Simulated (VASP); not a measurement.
# C (Im-3m) in VASP: single point with LDA

Aim: the single point of C with LDA.

Program: VASP 6.6.1. These are calculated values, not measurements. Logs are shortened: lines on timing, memory, paths and dates and some standing lists are left out, and cuts for length are marked.

## 1. The cell of the first run

It takes space group Im-3m (No. 229, cubic). Conventional cell: a = 2.314 Å, b = 2.314 Å, c = 2.314 Å, α = 90.00°, β = 90.00°, γ = 90.00°. C (site symmetry m-3m) has 14 C at 2.00 to 2.31 Å within 2.7 Å.

## 2. Single point, LDA

Contents of INCAR:

```
  PREC = Accurate
  ENCUT = 520
  EDIFF = 1E-6
  ISMEAR = -1
  SIGMA = 0.13605693000000002
  LREAL = False
  LASPH = True
  NELM = 80
  ALGO = Normal
  ISIF = 2
  LWAVE = False
  LCHARG = False
  GGA = CA
  NBANDS = 8
```

Contents of KPOINTS:

```
Automatic mesh
0
Gamma
  18 18 18
```

Contents of POSCAR:

```
C
1.0
   -1.1569210860      1.1569210860      1.1569210860
    1.1569210860     -1.1569210860      1.1569210860
    1.1569210860      1.1569210860     -1.1569210860
C
1
Direct
    0.0000000000      0.0000000000      0.0000000000
```

Potentials or basis: VASP PAW LDA potentials, release 64 (C).

Run with:

```bash
> cat potpaw_LDA.64/C/POTCAR > POTCAR
> mpirun -np 1 vasp_std > vasp.out
```

OUTCAR:

```text
PREC = Accurate
   ENCUT = 520
   EDIFF = 1E-6
   ISMEAR = -1
   LREAL = False
   LASPH = True
   NELM = 80
   ISIF = 2
   GGA = CA

 ion  position               nearest neighbor table
   1  0.000  0.000  0.000-

  LATTYP: Found a body centered cubic cell.
 ALAT       =     2.3138421720

  Lattice vectors:

 A1 = (  -1.1569210860,   1.1569210860,   1.1569210860)
 A2 = (   1.1569210860,  -1.1569210860,   1.1569210860)
 A3 = (   1.1569210860,   1.1569210860,  -1.1569210860)

Analysis of symmetry for initial positions (statically):
=====================================================================
 Subroutine PRICEL returns:
 Original cell was already a primitive cell.

 Routine SETGRP: Setting up the symmetry group for a
 body centered cubic supercell.

 Subroutine GETGRP returns: Found 48 space group operations
 (whereof 48 operations were pure point group operations)
 out of a pool of 48 trial point group operations.

The static configuration has the point symmetry O_h .

Analysis of symmetry for dynamics (positions and initial velocities):
=====================================================================
 Subroutine PRICEL returns:
 Original cell was already a primitive cell.

 Routine SETGRP: Setting up the symmetry group for a
 body centered cubic supercell.

 Subroutine GETGRP returns: Found 48 space group operations
 (whereof 48 operations were pure point group operations)
 out of a pool of 48 trial point group operations.

The dynamic configuration has the point symmetry O_h .

 Subroutine INISYM returns: Found 48 space group operations
 (whereof 48 operations are pure point group operations),
 and found     1 'primitive' translations

----------------------------------------------------------------------------------------

                                     Primitive cell

  volume of cell :       6.1940

  direct lattice vectors                    reciprocal lattice vectors
    -1.156921086  1.156921086  1.156921086     0.000000000  0.432181595  0.432181595
     1.156921086 -1.156921086  1.156921086     0.432181595  0.000000000  0.432181595
     1.156921086  1.156921086 -1.156921086     0.432181595  0.432181595  0.000000000

  length of vectors
     2.003846101  2.003846101  2.003846101     0.611197073  0.611197073  0.611197073

  position of ions in fractional coordinates (direct lattice)
     0.000000000  0.000000000  0.000000000

  ion indices of the primitive-cell ions
   primitive index   ion index
                 1           1

----------------------------------------------------------------------------------------

 KPOINTS: Automatic mesh

Automatic generation of k-mesh.
 Grid dimensions read from file:
 generate k-points for:   18   18   18

 Generating k-lattice:

  Cartesian coordinates                     Fractional coordinates (reciprocal lattice)
     0.000000000  0.024010089  0.024010089     0.055555556  0.000000000  0.000000000
     0.024010089  0.000000000  0.024010089     0.000000000  0.055555556  0.000000000
     0.024010089  0.024010089  0.000000000     0.000000000  0.000000000  0.055555556

  Length of vectors
     0.033955393  0.033955393  0.033955393

  Shift w.r.t. Gamma in fractional coordinates (k-lattice)
     0.000000000  0.000000000  0.000000000

 Subroutine IBZKPT returns following result:
 ===========================================

 Found    195 irreducible k-points:

 Following reciprocal coordinates:
            Coordinates               Weight
  0.000000  0.000000  0.000000      1.000000
  0.055556  0.000000  0.000000     12.000000
  0.111111  0.000000  0.000000     12.000000
  0.166667  0.000000  0.000000     12.000000
  0.222222  0.000000  0.000000     12.000000
  0.277778  0.000000  0.000000     12.000000
[... 16 lines left out ...]
  0.333333  0.111111  0.000000     48.000000
  0.388889  0.111111  0.000000     48.000000
 [... further k-points ...]
   k-points           NKPTS =    195   k-points in BZ     NKDIM =    195   number of bands    NBANDS=      8
   number of dos      NEDOS =    301   number of ions     NIONS =      1
   total plane-waves  NPLWV =   4096
   dimension x,y,z NGX =    16 NGY =   16 NGZ =   16
   dimension x,y,z NGXF=    32 NGYF=   32 NGZF=   32
   ions per type =               1
   NGX,Y,Z   is equivalent  to a cutoff of  13.27, 13.27, 13.27 a.u.
   NGXF,Y,Z  is equivalent  to a cutoff of  26.55, 26.55, 26.55 a.u.
 SYSTEM =  unknown system
   PREC   = accura    normal or accurate (medium, high low for compatibility)
   ISTART =      0    job   : 0-new  1-cont  2-samecut
   ICHARG =      2    charge: 1-file 2-atom 10-const
   ISPIN  =      1    spin polarized calculation?
   LNONCOLLINEAR =      F non collinear calculations
   LSORBIT =      F    spin-orbit coupling
   LASPH  =      T    aspherical Exc in radial PAW
   ENCUT  =  520.0 eV  38.22 Ry    6.18 a.u.   3.73  3.73  3.73*2*pi/ulx,y,z
   NELM   =     80;   NELMIN=  2; NELMDL= -5     # of ELM steps
   EDIFF  = 0.1E-05   stopping-criterion for ELM
   LREAL  =      F    real-space projection
   EDIFFG = 0.1E-04   stopping-criterion for IOM
   NSW    =      0    number of steps for IOM
   IBRION =     -1    ionic relax: 0-MD 1-quasi-New 2-CG
   NFREE  =      0    steps in history (QN), initial steepest desc. (CG)
   ISIF   =      2    stress and relaxation
   ISYM   =      2    0-nonsym 1-usesym 2-fastsym
   POTIM  = 0.5000    time-step for ionic-motion
   TEBEG  =    0.0;   TEEND  =   0.0 temperature during run
   PSTRESS=    0.0 pullay stress
   NELECT =       4.0000    total number of electrons
   NUPDOWN=      -1.0000    fix difference up-down
   EMIN   =  10.00;   EMAX   =-10.00  energy-range for DOS
   EFERMI =   0.00;   METHOD = LEGACY
   ISMEAR =    -1;   SIGMA  =   0.14  broadening in eV -4-tet -1-fermi 0-gaus
   EFERMI_NEDOS =   21; number of points for ismear=-14 and -15
   IALGO  =     38    algorithm
   IMIX   =      4    mixing-type and parameters
     AMIX     =   0.40;   BMIX     =  1.00
     AMIX_MAG =   1.60;   BMIX_MAG =  1.00
  volume/ion in A,a.u.               =       6.19        41.80
  Fermi-wavevector in a.u.,A,eV,Ry     =   1.415048  2.674053 27.243763  2.002360
  Thomas-Fermi vector in A             =   2.536527
   LORBIT       =      0    0 simple, 1 ext, 2 COOP (PROOUT), +10 PAW based schemes
   GGA     = CA    functional components
   LHFCALC =     F    Hartree Fock is set to
   AEXX    =    0.0000 exact exchange contribution
   IVDW    =     0    specifies the selected vdW correction
   LEPSILON=     F    determine dielectric tensor
   LRPA    =     F    only Hartree local field effects (RPA)
 non-spin polarized calculation
  energy-cutoff  :      520.00
  volume of cell :        6.19
 maximum number of plane-waves:       178
   NGX =  7   NGY =  7   NGZ =  7

 number of electron       4.0000000 magnetization

 Free energy of the ion-electron system (eV)
  ---------------------------------------------------
  ext. energy  EPLUGINS =         0.00000000
  ---------------------------------------------------
  free energy    TOTEN  =        -5.79049199 eV

  energy without entropy =       -5.76925305  energy(sigma->0) =       -5.77987252

 E-fermi :   9.6135     XC(G=0): -13.5879

 val. band max:        9.6116166389   @ k =  -0.3889  -0.4444   0.0556
 cond. band min:       9.6403263002   @ k =  -0.3333   0.4444   0.1667
 fundamental gap:      0.0287096613
 Fermi energy:         9.6134508195

 k-point     1 :       0.0000    0.0000    0.0000
  band No.  band energies     occupation
      1     -10.9154      2.00000
      2      19.2678      0.00000
      3      19.2678      0.00000
      4      19.2678      0.00000
      5      44.1580      0.00000
      6      44.1580      0.00000
      7      44.1580      0.00000
      8      47.9979      0.00000

 k-point     2 :       0.0556    0.0000    0.0000
  band No.  band energies     occupation
      1     -10.7707      2.00000
      2      18.9206      0.00000
      3      19.0575      0.00000
      4      19.2247      0.00000
      5      42.9965      0.00000
      6      43.0780      0.00000
      7      44.6789      0.00000
      8      46.8261      0.00000

 k-point     3 :       0.1111    0.0000    0.0000
  band No.  band energies     occupation
      1     -10.3372      2.00000
      2      17.8794      0.00000
      3      18.4859      0.00000
      4      19.0990      0.00000
      5      40.1456      0.00000
      6      41.0675      0.00000
      7      46.1817      0.00000
      8      46.2149      0.00000

 k-point     4 :       0.1667    0.0000    0.0000
  band No.  band energies     occupation
      1      -9.6163      2.00000
      2      16.1842      0.00000
      3      17.6888      0.00000
      4      18.8992      0.00000
      5      37.5246      0.00000
      6      39.0587      0.00000
      7      45.4689      0.00000
      8      47.4719      0.00000

 k-point     5 :       0.2222    0.0000    0.0000
  band No.  band energies     occupation
      1      -8.6099      2.00000
      2      13.9492      0.00000
      3      16.8127      0.00000
      4      18.6473      0.00000
      5      35.5580      0.00000
      6      37.2788      0.00000
      7      45.2331      0.00000
      8      47.3804      0.00000
[... 177 lines left out ...]
 k-point    22 :       0.2778    0.1111    0.0000
  band No.  band energies     occupation
      1      -5.3319      2.00000
      2       8.8832      1.99071
      3      13.9463      0.00000
      4      17.2682      0.00000
      5      33.9908      0.00000
      6      35.3516      0.00000
      7      45.1082      0.00000
      8      47.4013      0.00000

 k-point    23 :       0.3333    0.1111    0.0000
  band No.  band energies     occupation
      1      -3.5062      2.00000
      2       6.1523      2.00000
      3      13.3480      0.00000
      4      16.9878      0.00000
      5      33.5806      0.00000
      6      34.9481      0.00000
      7      45.1059      0.00000
      8      47.8250      0.00000

 k-point    24 :       0.3889    0.1111    0.0000
  band No.  band energies     occupation
      1      -1.4403      2.00000
      2       3.4992      2.00000
      3      12.9861      0.00000
      4      16.8058      0.00000
      5      33.3408      0.00000
      6      34.7379      0.00000
      7      45.1074      0.00000
      8      48.2654      0.00000

 [... further k-points ...]

------------------------ aborting loop because EDIFF is reached ----------------------------------------

  FORCE on cell =-STRESS in cart. coord.  units (eV):
  Direction    XX          YY          ZZ          XY          YZ          ZX
  --------------------------------------------------------------------------------------
  -------------------------------------------------------------------------------------
  Total        0.2046014      0.2046014      0.2046014     -0.0000000      0.0000000     -0.0000000
  in kB       52.9234314     52.9234314     52.9234314     -0.0000000      0.0000000     -0.0000000
  external PRESSURE =      52.9234314 kB  Pullay stress =       0.0000000 kB

 VOLUME and BASIS-vectors are now :
 -----------------------------------------------------------------------------
  energy-cutoff  :      520.00
  volume of cell :        6.19
      direct lattice vectors                 reciprocal lattice vectors
    -1.156921086  1.156921086  1.156921086     0.000000000  0.432181595  0.432181595
     1.156921086 -1.156921086  1.156921086     0.432181595  0.000000000  0.432181595
     1.156921086  1.156921086 -1.156921086     0.432181595  0.432181595  0.000000000

 POSITION                                       TOTAL-FORCE (eV/Angst)
 -----------------------------------------------------------------------------------
      0.00000      0.00000      0.00000        -0.000000      0.000000     -0.000000
 -----------------------------------------------------------------------------------
    total drift:                                0.000000      0.000000     -0.000000

  FREE ENERGIE OF THE ION-ELECTRON SYSTEM (eV)
  ---------------------------------------------------
  free  energy   TOTEN  =        -5.7904919949 eV

  energy  without entropy=       -5.7692530476  energy(sigma->0) =       -5.77987252
```

It took 3.3 s on 1 thread of Intel Xeon 6975P-C, shared host; peak memory 0.11 GiB.

Results:

```
Free energy            : -5.7905 eV
Pressure               : 5.3 GPa
Band gap on the k mesh : zero (band 2 reaches 19.27 eV, above the bottom of band 3 at 4.19 eV)
```
